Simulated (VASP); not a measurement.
A run of VASP 6.6.1 is set up as follows.

Contents of INCAR:

```
SYSTEM = Nb
ALGO = Normal
EDIFF = 1E-6
ENCUT = 500
GGA = PE
GGA_COMPAT = .False.
ISIF = 2
ISMEAR = -1
LASPH = .True.
LCHARG = .False.
LREAL = .False.
LWAVE = .False.
NBANDS = 12
NELM = 120
PREC = Accurate
SIGMA = 0.08
```

The input KPOINTS:

```
k-points
0
Gamma
  13 13 13
  0 0 0
```

POSCAR

```
Nb
1.0
    0.0000000000      2.1496782947      2.1496782947
    2.1496782947      0.0000000000      2.1496782947
    2.1496782947      2.1496782947      0.0000000000
Nb
1
Direct
    0.0000000000      0.0000000000      0.0000000000
```

Potentials or basis: VASP PAW PBE potentials, release 64 (Nb_sv).

Launch:

```sh
$ cat potpaw_PBE.64/Nb_sv/POTCAR > POTCAR
$ mpirun -np 1 vasp_std > vasp.out
```

**Question.** What does it give for the pressure?

**Answer.** -8.6 GPa.
